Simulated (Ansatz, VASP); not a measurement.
Si3F4 in VASP and in Ansatz

```
Si F
1.0
     0.00000    3.83057    3.83057
     3.83057    0.00000    3.83057
     3.83057    3.83057    0.00000
Si F
3 4
Direct
  0.25000 0.25000 0.25000
  0.00000 0.00000 0.00000
  0.50000 0.50000 0.50000
  0.88079 0.35763 0.88079
  0.88079 0.88079 0.88079
  0.35763 0.88079 0.88079
  0.88079 0.88079 0.35763
```

Alike in both runs: task single point; functional PBE; k mesh 4 × 4 × 4; occupations gaussian, width 0.1 eV; collinear spin.

```csv
,VASP,Ansatz
version,VASP 6.6.1,Ansatz 0.2.0
potentials or method,"VASP PAW PBE potentials, release 64 (Si, F_h), cutoff 910 eV","scalar-relativistic, plane waves, PAW"
valence electrons in the cell,40,40
```

|  | VASP | Ansatz | Ansatz less VASP |
| --- | --- | --- | --- |
| gap on the k mesh at the Fermi level (eV) | none | none | - |
| rms of the force components (eV/Å) | 0.031 | 0.002 | -0.0298 |
| net moment per atom (μB) | 0.00 | 0.00 | -0.001 |

Atom by atom the forces differ by 0.033 eV/Å (rms over components). A gap of «none» marks a metal or a gap that the smearing closes. The functional is the same, so the differences come from potentials, cutoffs and numerics. Ansatz's warnings: seeded moment not kept.

Noted on VASP's run: the cutoff is short for stress, so the pressure is rough.
